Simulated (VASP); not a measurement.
# Pd: single point with r2SCAN

The system is Pd.

```xyz
4
Lattice="1.3675 -4.9230 0.0000 1.3675 4.9230 0.0000 0.0000 0.0000 4.6360" Properties=species:S:1:pos:R:3 pbc="T T T"
Pd    1.3675    3.6349    4.6361
Pd    1.3675   -1.2881    2.3179
Pd    1.3675   -3.6349   -0.0001
Pd    1.3675    1.2881    2.3181
```

```json
{
  "Program": "VASP 6.6.1",
  "Task": "single point",
  "Functional": "r2SCAN",
  "Potentials or basis": "VASP PAW PBE potentials, release 64 (Pd)",
  "Cutoff": "520 eV",
  "k mesh": "6 × 6 × 4",
  "Occupations": "gaussian, width 0.1 eV",
  "Spin": "no spin polarisation"
}
```

- Pressure: 0.4 GPa
- Band gap on the k mesh: zero (bands 20 and 21 overlap by 1.29 eV)

Stress tensor (GPa, compression positive):
```
0.28 0.00 0.00
0.00 0.45 0.00
0.00 0.00 0.49
```

Levels at points of the mesh, in eV from the Fermi level:
```
           k point  band 17  band 18  band 19  band 20  band 21  band 22  band 23  band 24
(0.00, 0.00, 0.00)    -0.83    -0.37     0.19     0.26     0.52     0.59     1.14     5.78
(0.50, 0.00, 0.00)    -1.23    -1.23    -0.02    -0.02     2.80     2.80     5.78     5.78
(0.50, 0.50, 0.00)    -1.17    -0.75    -0.32     0.03     0.12     0.33     4.19     4.81
(0.00, 0.00, 0.50)    -1.44    -1.44    -1.05    -1.05    -1.03    -1.03     4.40     4.40
(0.50, 0.00, 0.50)     0.13     0.13     0.20     0.20     2.63     2.63     4.52     4.52
(0.50, 0.50, 0.50)    -1.27    -1.27    -0.39    -0.39    -0.36    -0.36    -0.15    -0.15
```

Run time: 4.7 min on 1 thread of Intel(R) Xeon(R) Platinum 8259CL CPU @ 2.50GHz (Skylake/Cascade Lake), with other jobs on the host, peak memory 0.26 GiB.

Caveat: the k points lie up to 0.40 Å⁻¹ apart, too coarse for converged energies and pressures of a metal; the PAW data sets were made with another functional, which shifts forces and pressure a little.
